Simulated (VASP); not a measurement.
Input of a VASP 6.6.1 run:

INCAR

```
SYSTEM = Re
PREC = Accurate
ENCUT = 520
EDIFF = 1E-6
ISMEAR = -1
SIGMA = 0.1
LREAL = .FALSE.
LASPH = .TRUE.
NELM = 100
ALGO = Normal
ISIF = 2
LWAVE = .FALSE.
LCHARG = .TRUE.
GGA = PE
LELF = .TRUE.
LVHAR = .TRUE.
NBANDS = 14
```

KPOINTS

```
regular mesh
0
G
  19 19 10
  0 0 0
```

The input POSCAR:

```
Re
1.0
    2.7768706464      0.0000000000      0.0000000000
   -1.3884353232      2.4048405228      0.0000000000
    0.0000000000      0.0000000000      4.4788142384
Re
2
Direct
    0.3333333333      0.6666666667      0.2500000000
    0.6666666667      0.3333333333      0.7500000000
```

Potentials or basis: VASP PAW PBE potentials, release 64 (Re).

Launch:

```console
$ cat potpaw_PBE.64/Re/POTCAR > POTCAR
$ mpirun -np 1 vasp_std > vasp.out
```

**Question.** Estimate the band gap on the k mesh.

**Answer.** Zero (band 7 reaches 9.01 eV, above the bottom of band 8 at 6.02 eV).

**Question.** What does it give for the pressure?

**Answer.** -0.5 GPa.

Caveat: spin-orbit coupling is left out, which moves the levels of the heavy elements.
